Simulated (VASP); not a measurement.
Write the native input for VASP 6.6.1 that does the following.

| Property | Result |
| --- | --- |
| Task | single point |
| Functional | PBE |
| Potentials or basis | VASP PAW PBE potentials, release 64 (Sn_d, C) |
| Cutoff | 520 eV |
| k mesh | 4 × 4 × 4 |
| Occupations | gaussian, width 0.1 eV |
| Spin | no spin polarisation |
| Dipole correction | no |
| Further INCAR settings | ALGO = Normal; EDIFF = 1e-06; NBANDS = 31 |

The structure of Sn3C lies in POSCAR:

```
Sn3C
1.0
   -3.0051834300      3.0051834300      3.0051834300
    3.0051834300     -3.0051834300      3.0051834300
    3.0051834300      3.0051834300     -3.0051834300
Sn C
3 1
Direct
    0.0000000000      0.5000000000      0.5000000000
    0.5000000000      0.0000000000      0.5000000000
    0.5000000000      0.5000000000      0.0000000000
    0.0000000000      0.0000000000      0.0000000000
```

These files were run (other wordings do the same):

INCAR

```
SYSTEM = Sn3C
  PREC = Accurate
  ENCUT = 520
  EDIFF = 1E-6
  ISMEAR = 0
  SIGMA = 0.1
  LREAL = .FALSE.
  LASPH = .TRUE.
  NELM = 60
  ALGO = Normal
  ISIF = 2
  LWAVE = .FALSE.
  LCHARG = .FALSE.
  GGA = PE
  NBANDS = 31
```

KPOINTS

```
regular mesh
0
G
  4 4 4
  0 0 0
```

Potentials or basis: VASP PAW PBE potentials, release 64 (Sn_d, C).

The run is started by

```console
$ cat potpaw_PBE.64/Sn_d/POTCAR potpaw_PBE.64/C/POTCAR > POTCAR
$ mpirun -np 1 vasp_std > vasp.out
```

Results of the run:

```json
{"Pressure": "-6.0 GPa", "Band gap on the k mesh": "zero (band 23 reaches 5.75 eV, above the bottom of band 24 at 3.83 eV)"}
```

Caveat: the k points lie up to 0.37 Å⁻¹ apart; spin-orbit coupling is left out, which moves the levels of the heavy elements.

Run time: 27 s on 1 thread of Intel(R) Xeon(R) 6975P-C (Granite Rapids) (shared host), peak memory 0.24 GiB.
